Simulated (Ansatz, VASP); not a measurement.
BaHgO3: VASP beside Ansatz

Contents of POSCAR:

```
BaHgO3
1.0
    0.0405500000      4.2113710000      4.2361500000
    0.0405500000     -4.2113710000      4.2361500000
    4.2075670000      0.0000000000     -4.2361500000
O Ba Hg
6 2 2
Direct
    0.7235000000      0.2765000000      0.0000000000
    0.2765000000      0.7235000000      0.0000000000
    0.1926000000      0.1926000000      0.4476000000
    0.8074000000      0.8074000000      0.5524000000
    0.2850000000      0.7150000000      0.5000000000
    0.7150000000      0.2850000000      0.5000000000
    0.2532000000      0.2532000000      0.0042000000
    0.7468000000      0.7468000000      0.9958000000
    0.5000000000      0.0000000000      0.5000000000
    0.0000000000      0.5000000000      0.5000000000
```

The input INCAR.step1:

```
SYSTEM = BaHgO3
PREC = Accurate
ENCUT = 520
ISMEAR = -1
SIGMA = 0.1
LREAL = .False.
LASPH = .True.
NELM = 100
NBANDS = 51
GGA = PE
ALGO = Normal
EDIFF = 1E-4
LWAVE = .True.
LCHARG = .False.
```

Contents of INCAR.step2:

```
SYSTEM = BaHgO3
PREC = Accurate
ENCUT = 520
EDIFF = 1E-6
ISMEAR = -1
SIGMA = 0.1
LREAL = .False.
LASPH = .True.
NELM = 100
ALGO = Normal
ISIF = 2
LWAVE = .False.
LCHARG = .False.
METAGGA = R2SCAN
LMIXTAU = .True.
NBANDS = 51
ISTART = 1
```

Contents of KPOINTS:

```
Automatic mesh
0
Gamma
  4 4 4
  0 0 0
```

Input for Ansatz:

```yaml
crystal:
  lattice:
    - [0.04055, 4.211371, 4.23615]
    - [0.04055, -4.211371, 4.23615]
    - [4.207567, 0.0, -4.23615]
  atoms:
    - { symbol: O, position: [0.7235, 0.2765, 0.0] }
    - { symbol: O, position: [0.2765, 0.7235, 0.0] }
    - { symbol: Ba, position: [0.2532, 0.2532, 0.0042] }
    - { symbol: Ba, position: [0.7468, 0.7468, 0.9958] }
    - { symbol: Hg, position: [0.5, 0.0, 0.5] }
    - { symbol: Hg, position: [0.0, 0.5, 0.5] }
    - { symbol: O, position: [0.1926, 0.1926, 0.4476] }
    - { symbol: O, position: [0.8074, 0.8074, 0.5524] }
    - { symbol: O, position: [0.285, 0.715, 0.5] }
    - { symbol: O, position: [0.715, 0.285, 0.5] }
  symmetry: { tolerance: 0.0003 }
kpoints:
  mp_grid: { grid: [4, 4, 4], shift: [0, 0, 0] }
magnetization:
  spin_polarized: false
scf:
  occupations: { method: fermi_dirac }
  algorithm: direct_min
hamiltonian:
  pseudopotentials: { kind: paw }
  xc: r2scan
basis:
  ecutwfc: 500
output:
  forces: true
  stress: true
  eigenvalues: true
  write_density: true
  write_potential: true
  elf: true
  volumetric_format: npy
```

Alike in both runs: task single point; functional r2SCAN; k mesh 4 × 4 × 4; no spin polarisation.

|  | VASP | Ansatz |
| --- | --- | --- |
| version | VASP 6.6.1 | Ansatz 0.2.0 |
| potentials or method | VASP PAW PBE potentials, release 64 (O, Ba_sv, Hg), cutoff 520 eV | PAW plane waves |
| occupations | fermi-dirac, width 0.1 eV | fermi-dirac |
| valence electrons in the cell | 80 | 96 |

|  | VASP | Ansatz | Ansatz less VASP |
| --- | --- | --- | --- |
| gap on the k mesh at the Fermi level (eV) | none | none | - |
| pressure (GPa) | 3.1 | 0.4 | -2.72 |
| rms of the force components (eV/Å) | 0.053 | 0.054 | +0.0017 |

VASP's potentials were made for PBE, not for r2SCAN. A gap of «none» marks a metal or a gap that the smearing closes. VASP's potentials hold 80 valence electrons a cell and Ansatz's 96, so a difference there can come from the potentials and not from the codes.

The k mesh is coarse, so the values compare programs but aren't converged. Neither program's run includes spin-orbit coupling.
